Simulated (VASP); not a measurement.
Set up this calculation in VASP 6.6.1, as the native input.

| Item | Value |
| --- | --- |
| Task | single point |
| Functional | LDA |
| Potentials or basis | VASP PAW LDA potentials, release 64 (Ca_sv, O_h) |
| Cutoff | 1340 eV |
| k mesh | 8 × 8 × 8 |
| Occupations | fermi-dirac, width 0.02 eV |
| Spin | no spin polarisation |
| Dipole correction | no |
| Further INCAR settings | ALGO = Normal; EDIFF = 1e-06; NBANDS = 15 |

The structure of CaO lies in POSCAR:

```
CaO
1.0
    0.0000000000      2.3539959916      2.3539959916
    2.3539959916      0.0000000000      2.3539959916
    2.3539959916      2.3539959916      0.0000000000
Ca O
1 1
Direct
    0.0000000000      0.0000000000      0.0000000000
    0.5000000000      0.5000000000      0.5000000000
```

The input as run:

INCAR

```
SYSTEM = CaO
ALGO = Normal
EDIFF = 1E-6
ENCUT = 1340
GGA = CA
GGA_COMPAT = .False.
ISIF = 2
ISMEAR = -1
LASPH = .True.
LCHARG = .False.
LREAL = .False.
LWAVE = .False.
NBANDS = 15
NELM = 120
PREC = Accurate
SIGMA = 0.02
```

KPOINTS

```
k-points
0
Gamma
  8 8 8
  0 0 0
```

Potentials or basis: VASP PAW LDA potentials, release 64 (Ca_sv, O_h).

Command:

```sh
$ cat potpaw_LDA.64/Ca_sv/POTCAR potpaw_LDA.64/O_h/POTCAR > POTCAR
$ mpirun -np 1 vasp_std > vasp.out
```

Results of the run:

```
Pressure               : 0.9 GPa
Band gap on the k mesh : 3.42 eV (least direct gap 3.78 eV)
```

Wall time 44 s on 1 thread of Intel(R) Xeon(R) Platinum 8488C (Sapphire Rapids), with other jobs on the host, peak memory 0.22 GiB.
